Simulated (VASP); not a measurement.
# CdS (F-43m) in VASP: further runs

The runs below take CdS through single point, with PBE-based screened hybrid with 40 % exact exchange, PBE-based screened hybrid with 50 % exact exchange.

All numbers are computed with VASP 6.6.1; they aren't measurements. Logs are shortened: lines on timing, memory, paths and dates and some standing lists are left out, and cuts for length are marked.

### 1 The cell of the first run

It takes space group F-43m (No. 216, cubic). The conventional cell has a = 5.833 Å, b = 5.833 Å, c = 5.833 Å, α = 90.00°, β = 90.00°, γ = 90.00°. Cd (site symmetry -43m) has 4 S at 2.53 Å within 3.3 Å. Within 3.3 Å of S (site symmetry -43m) lie 4 Cd at 2.53 Å.

### 2 Single point, PBE-based screened hybrid with 40 % exact exchange

Contents of POSCAR:

```
CdS
1.0
    0.0000000000      2.9165000000      2.9165000000
    2.9165000000      0.0000000000      2.9165000000
    2.9165000000      2.9165000000      0.0000000000
Cd S
1 1
Direct
    0.0000000000      0.0000000000      0.0000000000
    0.7500000000      0.7500000000      0.7500000000
```

Contents of INCAR.step1:

```
SYSTEM = CdS
  PREC = Accurate
  ENCUT = 520
  EDIFF = 1E-5
  ISMEAR = -1
  SIGMA = 0.05
  LREAL = .False.
  LASPH = .True.
  NELM = 80
  ALGO = Normal
  ISIF = 2
  LWAVE = .True.
  LCHARG = .False.
  GGA = PE
  NBANDS = 16
```

Contents of INCAR.step2:

```
SYSTEM = CdS
  PREC = Accurate
  ENCUT = 520
  EDIFF = 1E-6
  ISMEAR = -1
  SIGMA = 0.05
  LREAL = .False.
  LASPH = .True.
  NELM = 80
  ALGO = Normal
  ISIF = 2
  LWAVE = .False.
  LCHARG = .False.
  GGA = PE
  LHFCALC = .True.
  AEXX = 0.4
  HFSCREEN = 0.2
  PRECFOCK = Normal
  ISTART = 1
  NBANDS = 16
```

Contents of KPOINTS:

```
regular mesh
0
Gamma
  4 4 4
  0 0 0
```

Potentials or basis: VASP PAW PBE potentials, release 64 (Cd, S).

The run is started by

```bash
cat potpaw_PBE.64/Cd/POTCAR potpaw_PBE.64/S/POTCAR > POTCAR
cp INCAR.step1 INCAR
mpirun -np 1 vasp_std > vasp.out
cp INCAR.step2 INCAR
mpirun -np 1 vasp_std > vasp.out
```

OUTCAR:

```text
SYSTEM = CdS
   PREC = Accurate
   ENCUT = 520
   EDIFF = 1E-6
   ISMEAR = -1
   LREAL = .False.
   LASPH = .True.
   NELM = 80
   ISIF = 2
   GGA = PE
   LHFCALC = .True.
   AEXX = 0.4
   HFSCREEN = 0.2
   PRECFOCK = Normal
   ISTART = 1

 ion  position               nearest neighbor table
   1  0.000  0.000  0.000-   2 2.53   2 2.53   2 2.53   2 2.53
   2  0.750  0.750  0.750-   1 2.53   1 2.53   1 2.53   1 2.53

  LATTYP: Found a face centered cubic cell.
 ALAT       =     5.8330000000

  Lattice vectors:

 A1 = (   0.0000000000,   2.9165000000,   2.9165000000)
 A2 = (   2.9165000000,   0.0000000000,   2.9165000000)
 A3 = (   2.9165000000,   2.9165000000,   0.0000000000)

Analysis of symmetry for initial positions (statically):
=====================================================================
 Subroutine PRICEL returns:
 Original cell was already a primitive cell.

 Routine SETGRP: Setting up the symmetry group for a
 face centered cubic supercell.

 Subroutine GETGRP returns: Found 24 space group operations
 (whereof 24 operations were pure point group operations)
 out of a pool of 48 trial point group operations.

The static configuration has the point symmetry T_d .

Analysis of symmetry for dynamics (positions and initial velocities):
=====================================================================
 Subroutine PRICEL returns:
 Original cell was already a primitive cell.

 Routine SETGRP: Setting up the symmetry group for a
 face centered cubic supercell.

 Subroutine GETGRP returns: Found 24 space group operations
 (whereof 24 operations were pure point group operations)
 out of a pool of 48 trial point group operations.

The dynamic configuration has the point symmetry T_d .

 Subroutine INISYM returns: Found 24 space group operations
 (whereof 24 operations are pure point group operations),
 and found     1 'primitive' translations

----------------------------------------------------------------------------------------

                                     Primitive cell

  volume of cell :      49.6153

  direct lattice vectors                    reciprocal lattice vectors
     0.000000000  2.916500000  2.916500000    -0.171438368  0.171438368  0.171438368
     2.916500000  0.000000000  2.916500000     0.171438368 -0.171438368  0.171438368
     2.916500000  2.916500000  0.000000000     0.171438368  0.171438368 -0.171438368

  length of vectors
     4.124553855  4.124553855  4.124553855     0.296939964  0.296939964  0.296939964

  position of ions in fractional coordinates (direct lattice)
     0.000000000  0.000000000  0.000000000
     0.750000000  0.750000000  0.750000000

  ion indices of the primitive-cell ions
   primitive index   ion index
                 1           1
                 2           2

----------------------------------------------------------------------------------------

 KPOINTS: regular mesh

Automatic generation of k-mesh.
 Grid dimensions read from file:
 generate k-points for:    4    4    4

 Generating k-lattice:

  Cartesian coordinates                     Fractional coordinates (reciprocal lattice)
    -0.042859592  0.042859592  0.042859592     0.250000000  0.000000000  0.000000000
     0.042859592 -0.042859592  0.042859592     0.000000000  0.250000000  0.000000000
     0.042859592  0.042859592 -0.042859592     0.000000000  0.000000000  0.250000000

  Length of vectors
     0.074234991  0.074234991  0.074234991

  Shift w.r.t. Gamma in fractional coordinates (k-lattice)
     0.000000000  0.000000000  0.000000000

 Subroutine IBZKPT returns following result:
 ===========================================

 Found      8 irreducible k-points:

 Following reciprocal coordinates:
            Coordinates               Weight
  0.000000  0.000000  0.000000      1.000000
  0.250000  0.000000  0.000000      8.000000
  0.500000  0.000000  0.000000      4.000000
  0.250000  0.250000  0.000000      6.000000
  0.500000  0.250000  0.000000     24.000000
 -0.250000  0.250000  0.000000     12.000000
  0.500000  0.500000  0.000000      3.000000
 -0.250000  0.500000  0.250000      6.000000
   k-points           NKPTS =      8   k-points in BZ     NKDIM =     64   number of bands    NBANDS=     16
   number of dos      NEDOS =    301   number of ions     NIONS =      2
   total plane-waves  NPLWV =  32768
   dimension x,y,z NGX =    32 NGY =   32 NGZ =   32
   dimension x,y,z NGXF=    64 NGYF=   64 NGZF=   64
   ions per type =               1   1
   NGX,Y,Z   is equivalent  to a cutoff of  12.90, 12.90, 12.90 a.u.
   NGXF,Y,Z  is equivalent  to a cutoff of  25.80, 25.80, 25.80 a.u.
 SYSTEM =  CdS
   PREC   = accura    normal or accurate (medium, high low for compatibility)
   ISTART =      1    job   : 0-new  1-cont  2-samecut
   ICHARG =      0    charge: 1-file 2-atom 10-const
   ISPIN  =      1    spin polarized calculation?
   LNONCOLLINEAR =      F non collinear calculations
   LSORBIT =      F    spin-orbit coupling
   LASPH  =      T    aspherical Exc in radial PAW
   ENCUT  =  520.0 eV  38.22 Ry    6.18 a.u.   7.67  7.67  7.67*2*pi/ulx,y,z
   NELM   =     80;   NELMIN=  2; NELMDL=  0     # of ELM steps
   EDIFF  = 0.1E-05   stopping-criterion for ELM
   LREAL  =      F    real-space projection
   EDIFFG = 0.1E-04   stopping-criterion for IOM
   NSW    =      0    number of steps for IOM
   IBRION =     -1    ionic relax: 0-MD 1-quasi-New 2-CG
   NFREE  =      0    steps in history (QN), initial steepest desc. (CG)
   ISIF   =      2    stress and relaxation
   ISYM   =      3    0-nonsym 1-usesym 2-fastsym
   POTIM  = 0.5000    time-step for ionic-motion
   TEBEG  =    0.0;   TEEND  =   0.0 temperature during run
   PSTRESS=    0.0 pullay stress
   NELECT =      18.0000    total number of electrons
   NUPDOWN=      -1.0000    fix difference up-down
   EMIN   =  10.00;   EMAX   =-10.00  energy-range for DOS
   EFERMI =   0.00;   METHOD = LEGACY
   ISMEAR =    -1;   SIGMA  =   0.05  broadening in eV -4-tet -1-fermi 0-gaus
   EFERMI_NEDOS =   21; number of points for ismear=-14 and -15
   IALGO  =     38    algorithm
   IMIX   =      1    mixing-type and parameters
     AMIX     =   0.40;   BMIX     =  1.00
     AMIX_MAG =   1.60;   BMIX_MAG =  1.00
  volume/ion in A,a.u.               =      24.81       167.41
  Fermi-wavevector in a.u.,A,eV,Ry     =   1.167599  2.206442 18.548649  1.363287
  Thomas-Fermi vector in A             =   2.304097
   LORBIT       =      0    0 simple, 1 ext, 2 COOP (PROOUT), +10 PAW based schemes
   GGA     = PE    functional components
   LHFCALC =     T    Hartree Fock is set to
   PRECFOCK=normal    Normal, Fast or Accurate (Low or Medium for compatibility)
   ENCUT4O =  -1.0   cutoff for four orbital integrals eV
   NKREDX  =     1    reduce k-point grid by
   NKREDY  =     1    reduce k-point grid by
   NKREDZ  =     1    reduce k-point grid by
   AEXX    =    0.4000 exact exchange contribution
   HFSCREEN=    0.2000 screening length (either q_TF or 0.3 A-1)
   HFSCREENC=   0.2000 screening length for correlation (either q_TF or 0.3 A-1)
   ENCUTFOCK=  -1.0 apply spherical cutoff to Coloumb kernel
   IVDW    =     0    specifies the selected vdW correction
   LEPSILON=     F    determine dielectric tensor
   LRPA    =     F    only Hartree local field effects (RPA)
 non-spin polarized calculation
  energy-cutoff  :      520.00
  volume of cell :       49.62
 maximum number of plane-waves:      1363
 NGX is ok and might be reduce to    32
  NGX = 24; NGY = 24; NGZ = 24

 number of electron      18.0000005 magnetization

 Free energy of the ion-electron system (eV)
  ---------------------------------------------------
  ext. energy  EPLUGINS =         0.00000000
  ---------------------------------------------------
  free energy    TOTEN  =        -8.57524607 eV

  energy without entropy =       -8.57524607  energy(sigma->0) =       -8.57524607

 E-fermi :   1.3254     XC(G=0):  -6.6366

 val. band max:        0.2344163577   @ k =   0.0000   0.0000   0.0000
 cond. band min:       3.1171572884   @ k =   0.0000   0.0000   0.0000
 fundamental gap:      2.8827409307
 Fermi energy:         1.3254462579

 k-point     1 :       0.0000    0.0000    0.0000
  band No.  band energies     occupation
      1     -14.0147      2.00000
      2      -9.2926      2.00000
      3      -9.2926      2.00000
      4      -9.2926      2.00000
      5      -8.8047      2.00000
      6      -8.8047      2.00000
      7       0.2344      2.00000
      8       0.2344      2.00000
      9       0.2344      2.00000
     10       3.1172      0.00000
     11       8.7072      0.00000
     12       8.7072      0.00000
     13       8.7072      0.00000
     14      13.8606      0.00000
     15      13.8737      0.00000
     16      13.8737      0.00000

 k-point     2 :       0.2500    0.0000    0.0000
  band No.  band energies     occupation
      1     -13.7782      2.00000
      2      -9.2211      2.00000
      3      -9.2211      2.00000
      4      -8.9982      2.00000
      5      -8.8015      2.00000
      6      -8.8015      2.00000
      7      -2.4560      2.00000
      8      -0.2030      2.00000
      9      -0.2030      2.00000
     10       4.8248      0.00000
     11       8.4347      0.00000
     12       9.2526      0.00000
     13       9.2526      0.00000
     14      12.8997      0.00000
     15      12.8997      0.00000
     16      13.4731      0.00000

 k-point     3 :       0.5000    0.0000    0.0000
  band No.  band energies     occupation
      1     -13.5472      2.00000
      2      -9.1699      2.00000
      3      -9.1699      2.00000
      4      -8.7725      2.00000
      5      -8.7725      2.00000
      6      -8.3645      2.00000
      7      -4.6115      2.00000
      8      -0.5970      2.00000
      9      -0.5969      2.00000
     10       5.0836      0.00000
     11       9.1340      0.00000
     12       9.1340      0.00000
     13       9.6894      0.00000
     14      13.3713      0.00000
     15      15.1331      0.00000
     16      15.1331      0.00000

 k-point     4 :       0.2500    0.2500    0.0000
  band No.  band energies     occupation
      1     -13.7021      2.00000
      2      -9.1345      2.00000
      3      -9.1345      2.00000
      4      -9.0661      2.00000
      5      -8.8062      2.00000
      6      -8.7647      2.00000
      7      -2.2360      2.00000
      8      -0.8937      2.00000
      9      -0.8937      2.00000
     10       5.6002      0.00000
     11       6.9069      0.00000
     12      10.4283      0.00000
     13      10.4906      0.00000
     14      10.4906      0.00000
     15      14.3158      0.00000
     16      17.1220      0.00000

 k-point     5 :       0.5000    0.2500    0.0000
  band No.  band energies     occupation
      1     -13.4779      2.00000
      2      -9.1091      2.00000
      3      -9.0569      2.00000
      4      -8.8894      2.00000
      5      -8.7576      2.00000
      6      -8.3118      2.00000
      7      -4.0046      2.00000
      8      -1.9217      2.00000
      9      -1.2572      2.00000
     10       6.2339      0.00000
     11       7.6539      0.00000
     12       9.7004      0.00000
     13      10.7345      0.00000
     14      12.9004      0.00000
     15      15.2841      0.00000
     16      16.2986      0.00000

 k-point     6 :      -0.2500    0.2500    0.0000
  band No.  band energies     occupation
      1     -13.5508      2.00000
      2      -9.1362      2.00000
      3      -9.1285      2.00000
      4      -8.8217      2.00000
      5      -8.8168      2.00000
      6      -8.4831      2.00000
      7      -3.5832      2.00000
      8      -1.9993      2.00000
      9      -0.6165      2.00000
     10       6.5430      0.00000
     11       8.1360      0.00000
     12       8.8499      0.00000
     13       9.9766      0.00000
     14      12.4568      0.00000
     15      14.8835      0.00000
     16      16.0587      0.00000

 k-point     7 :       0.5000    0.5000    0.0000
  band No.  band energies     occupation
      1     -13.4060      2.00000
      2      -9.0386      2.00000
      3      -8.9509      2.00000
      4      -8.9509      2.00000
      5      -8.7244      2.00000
      6      -8.2641      2.00000
      7      -4.1241      2.00000
      8      -1.8481      2.00000
      9      -1.8481      2.00000
     10       5.2832      0.00000
     11       6.4391      0.00000
     12      11.6552      0.00000
     13      13.4754      0.00000
     14      13.4754      0.00000
     15      14.9205      0.00000
     16      16.1024      0.00000

 k-point     8 :      -0.2500    0.5000    0.2500
  band No.  band energies     occupation
      1     -13.4086      2.00000
      2      -9.0474      2.00000
      3      -9.0439      2.00000
      4      -8.8521      2.00000
      5      -8.7952      2.00000
      6      -8.0862      2.00000
      7      -3.9914      2.00000
      8      -2.2423      2.00000
      9      -2.2263      2.00000
     10       7.2982      0.00000
     11       7.8939      0.00000
     12       9.4717      0.00000
     13      10.0376      0.00000
     14      13.8737      0.00000
     15      15.6421      0.00000
     16      16.0447      0.00000

------------------------ aborting loop because EDIFF is reached ----------------------------------------

  FORCE on cell =-STRESS in cart. coord.  units (eV):
  Direction    XX          YY          ZZ          XY          YZ          ZX
  --------------------------------------------------------------------------------------
  -------------------------------------------------------------------------------------
  Total        0.4767123      0.4767123      0.4767123      0.0000000      0.0000000     -0.0000000
  in kB       15.3939845     15.3939845     15.3939845      0.0000000      0.0000000     -0.0000000
  external PRESSURE =      15.3939845 kB  Pullay stress =       0.0000000 kB

 VOLUME and BASIS-vectors are now :
 -----------------------------------------------------------------------------
  energy-cutoff  :      520.00
  volume of cell :       49.62
      direct lattice vectors                 reciprocal lattice vectors
     0.000000000  2.916500000  2.916500000    -0.171438368  0.171438368  0.171438368
     2.916500000  0.000000000  2.916500000     0.171438368 -0.171438368  0.171438368
     2.916500000  2.916500000  0.000000000     0.171438368  0.171438368 -0.171438368

 POSITION                                       TOTAL-FORCE (eV/Angst)
 -----------------------------------------------------------------------------------
      0.00000      0.00000      0.00000         0.000000      0.000000      0.000000
      4.37475      4.37475      4.37475        -0.000000     -0.000000     -0.000000
 -----------------------------------------------------------------------------------
    total drift:                               -0.000103     -0.000111     -0.000065

  FREE ENERGIE OF THE ION-ELECTRON SYSTEM (eV)
  ---------------------------------------------------
  free  energy   TOTEN  =        -8.5752460719 eV

  energy  without entropy=       -8.5752460718  energy(sigma->0) =       -8.57524607
```

Wall time 13 min (1 thread of AMD EPYC 7R43 (Zen 3), shared host); peak memory 0.24 GiB.

Results:

```
Free energy            : -8.5752 eV
Pressure               : 1.5 GPa
Band gap on the k mesh : 2.88 eV
```

Caveat: the k points lie up to 0.47 Å⁻¹ apart; the PAW data sets were made with another functional, which shifts forces and pressure a little.

### 3 Single point, PBE-based screened hybrid with 50 % exact exchange

POSCAR is that of step 2.

Contents of INCAR.step1:

```
SYSTEM = CdS
PREC = Accurate
ENCUT = 520
EDIFF = 1E-5
ISMEAR = -1
SIGMA = 0.05
LREAL = .False.
LASPH = .True.
NELM = 100
ALGO = Normal
ISIF = 2
LWAVE = .True.
LCHARG = .False.
NBANDS = 16
GGA = PE
```

Contents of INCAR.step2:

```
SYSTEM = CdS
PREC = Accurate
ENCUT = 520
EDIFF = 1E-7
ISMEAR = -1
SIGMA = 0.05
LREAL = .False.
LASPH = .True.
NELM = 100
ALGO = Normal
ISIF = 2
LWAVE = .False.
LCHARG = .False.
GGA = PE
LHFCALC = .True.
AEXX = 0.5
HFSCREEN = 0.2
PRECFOCK = Normal
NBANDS = 16
ISTART = 1
```

KPOINTS is that of step 2.

Potentials or basis: VASP PAW PBE potentials, release 64 (Cd, S).

The run is started by

```bash
cat potpaw_PBE.64/Cd/POTCAR potpaw_PBE.64/S/POTCAR > POTCAR
cp INCAR.step1 INCAR
mpirun -np 1 vasp_std > vasp.out
cp INCAR.step2 INCAR
mpirun -np 1 vasp_std > vasp.out
```

It took 14 min on 1 thread of AMD EPYC 7R43 (Zen 3), shared host; peak memory 0.25 GiB.

Results (log left out):

```
Free energy            : -9.2429 eV
Pressure               : 1.2 GPa
Band gap on the k mesh : 3.35 eV
```

Levels at points of the mesh, in eV from the valence-band top:
```csv
k point,band 6,band 7,band 8,band 9,band 10,band 11,band 12,band 13
"(0.00, 0.00, 0.00)",-9.47,0.00,0.00,0.00,3.35,8.98,8.98,8.98
"(0.50, 0.00, 0.00)",-9.02,-4.94,-0.85,-0.85,5.34,9.39,9.39,9.95
"(0.50, 0.50, 0.00)",-8.91,-4.44,-2.12,-2.12,5.45,6.69,11.99,13.87
```

Caveat: the k points lie up to 0.47 Å⁻¹ apart; the PAW data sets were made with another functional, which shifts forces and pressure a little.
